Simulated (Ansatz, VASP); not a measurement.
One calculation of Mo, two programs

```
Mo
1.0
    -1.58066    1.58066    1.58066
     1.58066   -1.58066    1.58066
     1.58066    1.58066   -1.58066
Mo
1
Direct
  0.00000 0.00000 0.00000
```

Alike in both runs: functional PBE; k mesh 17 × 17 × 17; occupations methfessel-paxton of order 1, width 0.1 eV; no spin polarisation.

Ansatz relaxed the structure, and its values are those at the end. VASP's run is a single point on that final structure, the one shown.

|  | VASP | Ansatz |
| --- | --- | --- |
| version | VASP 6.6.1 | Ansatz 0.2.0 |
| potentials or method | VASP PAW PBE potentials, release 64 (Mo_sv), cutoff 500 eV | plane-wave PAW DFT |
| valence electrons in the cell | 14 | 14 |

```tsv
	VASP	Ansatz	Ansatz less VASP
pressure (GPa)	0.5	0.0	-0.52
```

The functional is the same, so the differences come from potentials, cutoffs and numerics.
